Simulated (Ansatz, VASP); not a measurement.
# One calculation of CsSnI3, two programs

```
Cs Sn I
1.0
     5.70924    0.00000    0.00000
     0.00000    5.70924    0.00000
     0.00000    0.00000    6.45393
Cs Sn I
1 1 3
Direct
  0.00000 0.00000 0.00000
  0.50000 0.50000 0.50000
  0.00000 0.50000 0.50000
  0.50000 0.00000 0.50000
  0.50000 0.50000 0.00000
```

Change from the starting cell: strain -0.080 along x and y, +0.040 along z, atoms carried along.

Alike in both runs: task single point; functional PBEsol; k mesh 6 × 6 × 6; occupations gaussian, width 0.03 eV; no spin polarisation.

|  | VASP | Ansatz |
| --- | --- | --- |
| version | VASP 6.6.1 | Ansatz 0.2.0 |
| potentials or method | VASP PAW PBE potentials, release 64 (Cs_sv, Sn_d, I), cutoff 520 eV | scalar-relativistic, plane waves, PAW |
| valence electrons in the cell | 44 | 74 |

```tsv
	VASP	Ansatz	Ansatz less VASP
gap on the k mesh at the Fermi level (eV)	none	none	-
pressure (GPa)	2.8	2.8	-0.01
traceless stress, the component that is largest in VASP (GPa)	-3.95	-3.95	+0.007
```

VASP's potentials were made for PBE, not for PBEsol. A gap of «none» marks a metal or a gap that the smearing closes. VASP's potentials hold 44 valence electrons a cell and Ansatz's 74, so a difference there can come from the potentials and not from the codes.

Neither program's run includes spin-orbit coupling.
